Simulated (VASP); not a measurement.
AlCo: single point with PBEsol

Crystal: AlCo.

```
Al Co
1.0
     2.82259    0.00000    0.00000
     0.00000    2.82259    0.00000
     0.00000    0.00000    2.82259
Al Co
1 1
Direct
  0.00000 0.00000 0.00000
  0.50000 0.50000 0.50000
```

| Quantity | Value |
| --- | --- |
| Program | VASP 6.6.1 |
| Task | single point |
| Functional | PBEsol |
| Potentials or basis | VASP PAW PBE potentials, release 64 (Al, Co) |
| Cutoff | 520 eV |
| k mesh | 12 × 12 × 12 |
| Occupations | gaussian, width 0.15 eV |
| Spin | no spin polarisation |

```json
{
  "Pressure": "0.1 GPa",
  "Band gap on the k mesh": "zero (band 6 reaches 13.20 eV, above the bottom of band 7 at 10.58 eV)"
}
```

Levels at points of the mesh, in eV from the Fermi level:
| k point | band 3 | band 4 | band 5 | band 6 | band 7 | band 8 | band 9 | band 10 |
| --- | --- | --- | --- | --- | --- | --- | --- | --- |
| (0.00, 0.00, 0.00) | -3.10 | -0.84 | -0.84 | -0.84 | 6.12 | 6.12 | 6.12 | 8.88 |
| (0.50, 0.00, 0.00) | -2.49 | -1.75 | -1.75 | -0.72 | 0.19 | 8.46 | 10.75 | 10.75 |
| (0.50, 0.50, 0.00) | -2.72 | -2.72 | -1.54 | -1.54 | -0.25 | 2.50 | 3.68 | 13.11 |
| (0.50, 0.50, 0.50) | -4.05 | -0.21 | -0.21 | 2.38 | 2.38 | 2.38 | 4.42 | 5.54 |

Wall time 7.1 s on 1 thread of Intel(R) Xeon(R) 6975P-C (Granite Rapids) (shared host), peak memory 0.15 GiB.

Caveat: the PAW data sets were made with another functional, which shifts forces and pressure a little. Spin polarisation is off, so any magnetic state and its effect on volume and gap are missing.
